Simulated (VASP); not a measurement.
# Ag2Te9Pd14 (I4/m) in VASP: single point with PBE

Aim: the single point of Ag2Te9Pd14 with PBE.

Program: VASP 6.6.1. These are calculated values, not measurements. Logs are shortened: lines on timing, memory, paths and dates and some standing lists are left out, and cuts for length are marked.

**1. The cell of the first run**

The structure is tetragonal, space group I4/m (No. 87). The conventional cell has a = 8.960 Å, b = 8.960 Å, c = 11.822 Å, α = 90.00°, β = 90.00°, γ = 90.00°. Ag (site symmetry 4) has 8 Pd at 2.93 to 3.02 Å and 5 Te at 3.04 to 3.66 Å within 3.9 Å. Within 3.5 Å of Te (site symmetry 4/m) lie 8 Pd at 2.66 Å. Te (site symmetry 1) has 7 Pd at 2.69 to 3.74 Å and 1 Ag at 3.04 Å and 4 Te at 3.46 to 3.74 Å within 3.8 Å. Within 3.5 Å of Pd (site symmetry 1) lie 4 Te at 2.66 to 2.73 Å and 1 Ag at 2.93 Å and 5 Pd at 2.98 to 3.24 Å. Within 3.6 Å of Pd (site symmetry m) lie 4 Te at 2.71 to 2.80 Å and 5 Pd at 2.78 to 3.05 Å and 2 Ag at 3.02 Å. Pd (site symmetry 2/m) has 4 Te at 2.69 Å and 6 Pd at 2.78 to 3.03 Å within 3.5 Å.

**2. Single point, PBE**

Input file INCAR:

```
ALGO = Normal
EDIFF = 1E-6
ENCUT = 500
GGA = PE
GGA_COMPAT = False
ISIF = 2
ISMEAR = -1
KPAR = 4
LASPH = True
LCHARG = False
LREAL = False
LWAVE = False
NBANDS = 126
NELM = 120
PREC = Accurate
SIGMA = 0.05
```

Input file KPOINTS:

```
k-points
0
Gamma
  5 5 5
```

Input file POSCAR:

```
Ag2Te9Pd14
1.0
   -4.4799500000      4.4799500000      5.9110000000
    4.4799500000     -4.4799500000      5.9110000000
    4.4799500000      4.4799500000     -5.9110000000
Ag Te Pd
2 9 14
Direct
    0.6904425964      0.6904425964      0.0000000000
    0.3095574036      0.3095574036      0.0000000000
    0.0000000000      0.0000000000      0.0000000000
    0.3383551042      0.7731608992      0.8143314239
    0.7731608992      0.9588294753      0.4348057949
    0.9588294753      0.5240236804      0.1856685761
    0.5240236804      0.3383551042      0.5651942051
    0.6616448958      0.2268391008      0.1856685761
    0.2268391008      0.0411705247      0.5651942051
    0.0411705247      0.4759763196      0.8143314239
    0.4759763196      0.6616448958      0.4348057949
    0.6389530026      0.9359130074      0.8491886888
    0.9359130074      0.0867243186      0.2969600048
    0.0867243186      0.7897643138      0.1508113112
    0.7897643138      0.6389530026      0.7030399952
    0.3610469974      0.0640869926      0.1508113112
    0.0640869926      0.9132756814      0.7030399952
    0.9132756814      0.2102356862      0.8491886888
    0.2102356862      0.3610469974      0.2969600048
    0.4060109589      0.7038590045      0.1098699635
    0.7038590045      0.5939890411      0.2978480456
    0.5939890411      0.2961409955      0.8901300365
    0.2961409955      0.4060109589      0.7021519544
    0.0000000000      0.5000000000      0.5000000000
    0.5000000000      0.0000000000      0.5000000000
```

Potentials or basis: VASP PAW PBE potentials, release 64 (Ag, Te, Pd).

Run with:

```bash
cat potpaw_PBE.64/Ag/POTCAR potpaw_PBE.64/Te/POTCAR potpaw_PBE.64/Pd/POTCAR > POTCAR
mpirun -np 4 vasp_std > vasp.out
```

OUTCAR:

```text
EDIFF = 1E-6
   ENCUT = 500
   GGA = PE
   ISIF = 2
   ISMEAR = -1
   LASPH = True
   LREAL = False
   NELM = 120
   PREC = Accurate

 ion  position               nearest neighbor table
   1  0.690  0.690  0.000-  14 2.93  15 2.93  13 2.93  12 2.93  22 3.02  21 3.02  23 3.02  20 3.02
                             5 3.04   6 3.04   7 3.04   4 3.04
   2  0.310  0.310  0.000-  18 2.93  19 2.93  17 2.93  16 2.93  20 3.02  23 3.02  21 3.02  22 3.02
                             9 3.04  10 3.04  11 3.04   8 3.04
   3  0.000  0.000  0.000-  13 2.66  17 2.66  14 2.66  18 2.66  15 2.66  19 2.66  16 2.66  12 2.66

   4  0.338  0.773  0.814-  24 2.69  12 2.69  20 2.71  17 2.72  16 2.73  23 2.80   1 3.04   8 3.46
                            10 3.51
   5  0.773  0.959  0.435-  25 2.69  13 2.69  21 2.71  18 2.72  17 2.73  20 2.80   1 3.04   9 3.46
                            11 3.51
   6  0.959  0.524  0.186-  24 2.69  14 2.69  22 2.71  19 2.72  18 2.73  21 2.80   1 3.04  10 3.46
                             8 3.51
   7  0.524  0.338  0.565-  25 2.69  15 2.69  23 2.71  16 2.72  19 2.73  22 2.80   1 3.04  11 3.46
                             9 3.51
   8  0.662  0.227  0.186-  24 2.69  16 2.69  22 2.71  13 2.72  12 2.73  21 2.80   2 3.04   4 3.46
                             6 3.51
   9  0.227  0.041  0.565-  25 2.69  17 2.69  23 2.71  14 2.72  13 2.73  22 2.80   2 3.04   5 3.46
                             7 3.51
  10  0.041  0.476  0.814-  24 2.69  18 2.69  20 2.71  15 2.72  14 2.73  23 2.80   2 3.04   6 3.46
                             4 3.51
  11  0.476  0.662  0.435-  25 2.69  19 2.69  21 2.71  12 2.72  15 2.73  20 2.80   2 3.04   7 3.46
                             5 3.51
  12  0.639  0.936  0.849-   3 2.66   4 2.69  11 2.72   8 2.73   1 2.93  13 2.98  15 2.98  25 3.03
                            22 3.05  18 3.24
  13  0.936  0.087  0.297-   3 2.66   5 2.69   8 2.72   9 2.73   1 2.93  14 2.98  12 2.98  24 3.03
                            23 3.05  19 3.24
[... 7 lines left out ...]
                            21 3.05  15 3.24
  18  0.913  0.210  0.849-   3 2.66  10 2.69   5 2.72   6 2.73   2 2.93  17 2.98  19 2.98  25 3.03
                            22 3.05  12 3.24
  19  0.210  0.361  0.297-   3 2.66  11 2.69   6 2.72   7 2.73   2 2.93  18 2.98  16 2.98  24 3.03
                            23 3.05  13 3.24
  20  0.406  0.704  0.110-  10 2.71   4 2.71  25 2.78  11 2.80   5 2.80  21 2.84  23 2.84   2 3.02
                             1 3.02  14 3.05  16 3.05
  21  0.704  0.594  0.298-   5 2.71  11 2.71  24 2.78   6 2.80   8 2.80  20 2.84  22 2.84   1 3.02
                             2 3.02  17 3.05  15 3.05
  22  0.594  0.296  0.890-   6 2.71   8 2.71  25 2.78   7 2.80   9 2.80  23 2.84  21 2.84   1 3.02
                             2 3.02  18 3.05  12 3.05
  23  0.296  0.406  0.702-   9 2.71   7 2.71  24 2.78  10 2.80   4 2.80  22 2.84  20 2.84   2 3.02
                             1 3.02  13 3.05  19 3.05
  24  0.000  0.500  0.500-   4 2.69   8 2.69   6 2.69  10 2.69  21 2.78  23 2.78  15 3.03  19 3.03
                            17 3.03  13 3.03
  25  0.500  0.000  0.500-   7 2.69  11 2.69   9 2.69   5 2.69  20 2.78  22 2.78  12 3.03  16 3.03
                            14 3.03  18 3.03

  LATTYP: Found a body centered tetragonal cell.
 ALAT       =     8.9599000000
 C/A-ratio  =     1.3194343687

  Lattice vectors:

 A1 = (  -4.4799500000,   4.4799500000,   5.9110000000)
 A2 = (   4.4799500000,  -4.4799500000,   5.9110000000)
 A3 = (   4.4799500000,   4.4799500000,  -5.9110000000)

Analysis of symmetry for initial positions (statically):
=====================================================================
 Subroutine PRICEL returns:
 Original cell was already a primitive cell.

 Routine SETGRP: Setting up the symmetry group for a
 body centered tetragonal supercell.

 Subroutine GETGRP returns: Found  8 space group operations
 (whereof  8 operations were pure point group operations)
 out of a pool of 16 trial point group operations.

The static configuration has the point symmetry C_4h.

Analysis of symmetry for dynamics (positions and initial velocities):
=====================================================================
 Subroutine PRICEL returns:
 Original cell was already a primitive cell.

 Routine SETGRP: Setting up the symmetry group for a
 body centered tetragonal supercell.

 Subroutine GETGRP returns: Found  8 space group operations
 (whereof  8 operations were pure point group operations)
 out of a pool of 16 trial point group operations.

The dynamic configuration has the point symmetry C_4h.

 Subroutine INISYM returns: Found  8 space group operations
 (whereof  8 operations are pure point group operations),
 and found     1 'primitive' translations

----------------------------------------------------------------------------------------

                                     Primitive cell

  volume of cell :     474.5339

  direct lattice vectors                    reciprocal lattice vectors
    -4.479950000  4.479950000  5.911000000     0.000000000  0.111608388  0.084588056
     4.479950000 -4.479950000  5.911000000     0.111608388  0.000000000  0.084588056
     4.479950000  4.479950000 -5.911000000     0.111608388  0.111608388  0.000000000

  length of vectors
     8.664861511  8.664861511  8.664861511     0.140041321  0.140041321  0.157838097

  position of ions in fractional coordinates (direct lattice)
     0.690442596  0.690442596  0.000000000
     0.309557404  0.309557404  0.000000000
     0.000000000  0.000000000  0.000000000
     0.338355104  0.773160899  0.814331424
     0.773160899  0.958829475  0.434805795
     0.958829475  0.524023680  0.185668576
[... 17 lines left out ...]
     0.000000000  0.500000000  0.500000000
     0.500000000  0.000000000  0.500000000

  ion indices of the primitive-cell ions
   primitive index   ion index
                 1           1
                 2           2
                 3           3
                 4           4
                 5           5
                 6           6
[... 17 lines left out ...]
                24          24
                25          25

----------------------------------------------------------------------------------------

 KPOINTS: k-points

Automatic generation of k-mesh.
 Grid dimensions read from file:
 generate k-points for:    5    5    5

 Generating k-lattice:

  Cartesian coordinates                     Fractional coordinates (reciprocal lattice)
     0.000000000  0.022321678  0.016917611     0.200000000 -0.000000000  0.000000000
     0.022321678  0.000000000  0.016917611    -0.000000000  0.200000000  0.000000000
     0.022321678  0.022321678  0.000000000     0.000000000  0.000000000  0.200000000

  Length of vectors
     0.028008264  0.028008264  0.031567619

  Shift w.r.t. Gamma in fractional coordinates (k-lattice)
     0.000000000  0.000000000  0.000000000

 Subroutine IBZKPT returns following result:
 ===========================================

 Found     21 irreducible k-points:

 Following reciprocal coordinates:
            Coordinates               Weight
  0.000000  0.000000  0.000000      1.000000
  0.200000  0.000000 -0.000000      8.000000
  0.400000  0.000000 -0.000000      8.000000
  0.200000  0.200000 -0.000000      8.000000
  0.400000  0.200000 -0.000000      8.000000
 -0.200000 -0.400000  0.000000      8.000000
[... 13 lines left out ...]
 -0.400000  0.400000  0.400000      4.000000
 -0.400000 -0.400000  0.400000      2.000000
   k-points           NKPTS =     21   k-points in BZ     NKDIM =     21   number of bands    NBANDS=    126
   number of dos      NEDOS =    301   number of ions     NIONS =     25
   total plane-waves  NPLWV = 262144
   dimension x,y,z NGX =    64 NGY =   64 NGZ =   64
   dimension x,y,z NGXF=   128 NGYF=  128 NGZF=  128
   ions per type =               2   9  14
   NGX,Y,Z   is equivalent  to a cutoff of  12.28, 12.28, 12.28 a.u.
   NGXF,Y,Z  is equivalent  to a cutoff of  24.56, 24.56, 24.56 a.u.
 SYSTEM =  unknown system
   PREC   = accura    normal or accurate (medium, high low for compatibility)
   ISTART =      0    job   : 0-new  1-cont  2-samecut
   ICHARG =      2    charge: 1-file 2-atom 10-const
   ISPIN  =      1    spin polarized calculation?
   LNONCOLLINEAR =      F non collinear calculations
   LSORBIT =      F    spin-orbit coupling
   LASPH  =      T    aspherical Exc in radial PAW
   ENCUT  =  500.0 eV  36.75 Ry    6.06 a.u.  15.80 15.80 15.80*2*pi/ulx,y,z
   NELM   =    120;   NELMIN=  2; NELMDL= -5     # of ELM steps
   EDIFF  = 0.1E-05   stopping-criterion for ELM
   LREAL  =      F    real-space projection
   EDIFFG = 0.1E-04   stopping-criterion for IOM
   NSW    =      0    number of steps for IOM
   IBRION =     -1    ionic relax: 0-MD 1-quasi-New 2-CG
   NFREE  =      0    steps in history (QN), initial steepest desc. (CG)
   ISIF   =      2    stress and relaxation
   ISYM   =      2    0-nonsym 1-usesym 2-fastsym
   POTIM  = 0.5000    time-step for ionic-motion
   TEBEG  =    0.0;   TEEND  =   0.0 temperature during run
   PSTRESS=    0.0 pullay stress
   NELECT =     216.0000    total number of electrons
   NUPDOWN=      -1.0000    fix difference up-down
   EMIN   =  10.00;   EMAX   =-10.00  energy-range for DOS
   EFERMI =   0.00;   METHOD = LEGACY
   ISMEAR =    -1;   SIGMA  =   0.05  broadening in eV -4-tet -1-fermi 0-gaus
   EFERMI_NEDOS =   21; number of points for ismear=-14 and -15
   IALGO  =     38    algorithm
   IMIX   =      4    mixing-type and parameters
     AMIX     =   0.40;   BMIX     =  1.00
     AMIX_MAG =   1.60;   BMIX_MAG =  1.00
  volume/ion in A,a.u.               =      18.98       128.09
  Fermi-wavevector in a.u.,A,eV,Ry     =   1.259323  2.379775 21.577389  1.585893
  Thomas-Fermi vector in A             =   2.392888
   LORBIT       =      0    0 simple, 1 ext, 2 COOP (PROOUT), +10 PAW based schemes
   GGA     = PE    functional components
   LHFCALC =     F    Hartree Fock is set to
   AEXX    =    0.0000 exact exchange contribution
   IVDW    =     0    specifies the selected vdW correction
   LEPSILON=     F    determine dielectric tensor
   LRPA    =     F    only Hartree local field effects (RPA)
 non-spin polarized calculation
  energy-cutoff  :      500.00
  volume of cell :      474.53
 maximum number of plane-waves:     12082
   NGX = 31   NGY = 31   NGZ = 31

 number of electron     216.0000010 magnetization

 Free energy of the ion-electron system (eV)
  ---------------------------------------------------
  ext. energy  EPLUGINS =         0.00000000
  ---------------------------------------------------
  free energy    TOTEN  =      -114.31608247 eV

  energy without entropy =     -114.23086881  energy(sigma->0) =     -114.27347564

 E-fermi :   9.6036     XC(G=0): -11.6985

 val. band max:        9.6010689810   @ k =  -0.2000   0.4000   0.0000
 cond. band min:       9.6039387451   @ k =  -0.4000   0.4000   0.4000
 fundamental gap:      0.0028697641
 Fermi energy:         9.6035934447

 k-point     1 :       0.0000    0.0000    0.0000
  band No.  band energies     occupation
      1      -3.8984      2.00000
      2      -2.9941      2.00000
      3      -2.6858      2.00000
      4      -2.5783      2.00000
      5      -2.5783      2.00000
      6      -2.4823      2.00000
[... 2572 lines left out ...]
    119      11.9397      0.00000
    120      12.6189      0.00000
 [bands above 120 left out]

------------------------ aborting loop because EDIFF is reached ----------------------------------------

  FORCE on cell =-STRESS in cart. coord.  units (eV):
  Direction    XX          YY          ZZ          XY          YZ          ZX
  --------------------------------------------------------------------------------------
  -------------------------------------------------------------------------------------
  Total       14.3074404     14.3074404     13.5707158      0.0000003      0.0000000     -0.0000000
  in kB       48.3064634     48.3064634     45.8190470      0.0000009      0.0000000     -0.0000000
  external PRESSURE =      47.4773246 kB  Pullay stress =       0.0000000 kB

 VOLUME and BASIS-vectors are now :
 -----------------------------------------------------------------------------
  energy-cutoff  :      500.00
  volume of cell :      474.53
      direct lattice vectors                 reciprocal lattice vectors
    -4.479950000  4.479950000  5.911000000     0.000000000  0.111608388  0.084588056
     4.479950000 -4.479950000  5.911000000     0.111608388  0.000000000  0.084588056
     4.479950000  4.479950000 -5.911000000     0.111608388  0.111608388  0.000000000

 POSITION                                       TOTAL-FORCE (eV/Angst)
 -----------------------------------------------------------------------------------
      0.00000      0.00000      8.16241        -0.000000      0.000000      0.002858
      0.00000      0.00000      3.65959        -0.000000      0.000000     -0.002858
      0.00000      0.00000      0.00000        -0.000000      0.000000     -0.000000
      5.59607      1.70026      1.75666         0.002884      0.005448     -0.018128
      2.77969      1.11612      7.66766        -0.005448      0.002884     -0.018128
     -1.11612      2.77969      7.66766        -0.002884     -0.005448     -0.018128
[... 17 lines left out ...]
      4.47995      0.00000      0.00000        -0.000000      0.000000     -0.000000
      0.00000      4.47995      0.00000        -0.000000      0.000000     -0.000000
 -----------------------------------------------------------------------------------
    total drift:                               -0.000000     -0.000000      0.000000

  FREE ENERGIE OF THE ION-ELECTRON SYSTEM (eV)
  ---------------------------------------------------
  free  energy   TOTEN  =      -114.3160824699 eV

  energy  without entropy=     -114.2308688063  energy(sigma->0) =     -114.27347564
```

It took 14 min on 4 MPI ranks of Intel Xeon Platinum 8259CL at 2.50GHz (Skylake/Cascade Lake), shared host; peak memory 1.2 GiB.

What came out:

```
Free energy            : -114.3161 eV
Pressure               : 4.7 GPa
Largest force          : 0.019 eV/Å
Band gap on the k mesh : zero (bands 108 and 109 overlap by 0.26 eV)
```

Forces in eV/Å, atoms in the order of the input:
```
Ag   0.000  0.000  0.003
Ag   0.000  0.000 -0.003
Te   0.000  0.000  0.000
Te   0.003  0.005 -0.018
Te  -0.005  0.003 -0.018
Te  -0.003 -0.005 -0.018
Te   0.005 -0.003 -0.018
Te  -0.003 -0.005  0.018
Te   0.005 -0.003  0.018
Te   0.003  0.005  0.018
Te  -0.005  0.003  0.018
Pd   0.006  0.006 -0.005
Pd  -0.006  0.006 -0.005
Pd  -0.006 -0.006 -0.005
Pd   0.006 -0.006 -0.005
Pd  -0.006 -0.006  0.005
Pd   0.006 -0.006  0.005
Pd   0.006  0.006  0.005
Pd  -0.006  0.006  0.005
Pd  -0.003  0.013  0.000
Pd  -0.013 -0.003  0.000
Pd   0.003 -0.013  0.000
Pd   0.013  0.003  0.000
Pd   0.000  0.000  0.000
Pd   0.000  0.000  0.000
```

Levels at points of the mesh, in eV from the Fermi level:
| k point | band 104 | band 105 | band 106 | band 107 | band 108 | band 109 | band 110 | band 111 | band 112 | band 113 |
| --- | --- | --- | --- | --- | --- | --- | --- | --- | --- | --- |
| (0.00, 0.00, 0.00) | -0.43 | -0.43 | -0.16 | 0.01 | 0.01 | 0.20 | 0.33 | 0.57 | 0.57 | 0.87 |

Caveat: the cell stands under pressure; spin-orbit coupling is left out, which moves the levels of the heavy elements.
